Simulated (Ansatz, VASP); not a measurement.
## FeB4: VASP beside Ansatz

```
Fe B
1.0
     4.57860    0.00000    0.00000
     0.00000    5.29810    0.00000
     0.00000    0.00000    2.99910
Fe B
2 8
Direct
  0.00000 0.00000 0.00000
  0.50000 0.50000 0.50000
  0.24870 0.31230 0.00000
  0.75130 0.68770 0.00000
  0.74870 0.18770 0.50000
  0.25130 0.81230 0.50000
  0.34110 0.12630 0.50000
  0.65890 0.87370 0.50000
  0.84110 0.37370 0.00000
  0.15890 0.62630 0.00000
```

Alike in both runs: task relaxation of cell and atoms; functional LDA; k mesh 4 × 4 × 6; occupations gaussian, width 0.1 eV; no spin polarisation.

```csv
,VASP,Ansatz
version,VASP 6.6.1,Ansatz 0.2.0
potentials or method,"VASP PAW LDA potentials, release 64 (Fe, B), cutoff 600 eV","scalar-relativistic, plane waves, PAW"
valence electrons in the cell,40,56
```

|  | VASP | Ansatz | Ansatz less VASP |
| --- | --- | --- | --- |
| gap on the k mesh at the Fermi level, each at its own relaxed structure (eV) | none | none | - |
| relaxed volume (Å³/atom) | 6.88 | 6.86 | -0.018 |
| relaxed length of the cell vector where the two differ most in proportion (Å) | 4.434 | 4.429 | -0.0052 |

LDA's correlation is that of Perdew and Zunger in VASP and of Perdew and Wang (1992) in Ansatz. A gap of «none» marks a metal or a gap that the smearing closes. VASP's potentials hold 40 valence electrons a cell and Ansatz's 56, so a difference there can come from the potentials and not from the codes.
